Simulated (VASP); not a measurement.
Set up this calculation in VASP 6.6.1, as the native input.

```
Task                   : single point
Functional             : PBE
Dispersion             : D3(BJ)
Potentials or basis    : VASP PAW PBE potentials, release 64 (C, O, H)
Cutoff                 : 520 eV
k mesh                 : 1 × 1 × 1
Occupations            : fermi-dirac, width 0.05 eV
Spin                   : no spin polarisation
Dipole correction      : no
Further INCAR settings : LREAL = Auto; ALGO = Normal; EDIFF = 1e-06; NBANDS = 66
```

The structure of H4CO lies in POSCAR:

```
H4CO
1.0
    7.3803230000      0.0000000000      0.0000000000
    0.0000000000      7.3803230000      0.0000000000
    0.0000000000      0.0000000000      7.3803230000
C O H
6 6 24
Direct
    0.6701480826      0.4820862604      0.2047418978
    0.0108550596      0.7968515846      0.8791828653
    0.4106186235      0.3285447618      0.6695344141
    0.1708154454      0.7643834988      0.3616318379
    0.9572492311      0.2769028485      0.5194423798
    0.5993101064      0.0170954993      0.1157742495
    0.5500344391      0.5897763522      0.0978360572
    0.1351200673      0.6684145443      0.8086979817
    0.5649458111      0.3515143844      0.7894089705
    0.2241878240      0.5900082535      0.2972274416
    0.9025761032      0.4278026272      0.6293153083
    0.6564400383     -0.0298093516      0.2945880146
    0.6842050379      0.5482065614      0.3373619142
    0.5372629173      0.5293570514     -0.0203833683
    0.6154823479      0.3446937476      0.2271785842
    0.8057567085      0.4712613940      0.1423853960
    0.0894970967      0.9065071502      0.9423877364
    0.0618546979      0.5764415747      0.7455086717
   -0.0755677358      0.8568754237      0.7725555982
   -0.0787520635      0.7379836834      0.9839595711
    0.3972207575      0.4530357476      0.5901169890
    0.5797615903      0.2396739478      0.8575504323
    0.4322789167      0.2128922734      0.5781039413
    0.2865217852      0.3088199251      0.7491287383
    0.0303583944      0.7532656372      0.4097609774
    0.3299707737      0.6053202870      0.2173671430
    0.2540675722      0.8095679704      0.4777275899
    0.1765422665      0.8681972332      0.2538537047
    1.0543465874      0.3281836334      0.4192841954
    0.7850296812      0.3989762484      0.6847005202
    1.0233979928      0.1706782794      0.6013119147
    0.8411364659      0.2157225623      0.4488708770
    0.4809659973      0.1081084481      0.1311255464
    0.7386804657     -0.1318704895      0.2831458802
    0.7093169932      0.0901279365      0.0419106245
    0.5580580213     -0.1044984900      0.0378483039
```

The input as run:

INCAR

```
PREC = Accurate
ENCUT = 520
EDIFF = 1E-6
ISMEAR = -1
SIGMA = 0.05
LREAL = Auto
LASPH = T
NELM = 80
ALGO = Normal
ISIF = 2
LWAVE = F
LCHARG = T
GGA = PE
IVDW = 12
LELF = T
LVHAR = T
NBANDS = 66
```

KPOINTS

```
Automatic mesh
0
Gamma
  1 1 1
```

Potentials or basis: VASP PAW PBE potentials, release 64 (C, O, H).

Launch:

```sh
$ cat potpaw_PBE.64/C/POTCAR potpaw_PBE.64/O/POTCAR potpaw_PBE.64/H/POTCAR > POTCAR
$ mpirun -np 1 vasp_gam > vasp.out
```

Results of the run:

The pressure is -0.4 GPa and the largest force is 0.262 eV/Å. The band gap on the k mesh is 4.37 eV. The dispersion energy per atom is -0.034 eV.

Caveat: the k points lie up to 0.85 Å⁻¹ apart, too coarse for converged energies, forces and pressures.

Wall time 40 s on 1 thread of Intel(R) Xeon(R) 6975P-C (Granite Rapids) (shared host), peak memory 0.38 GiB.
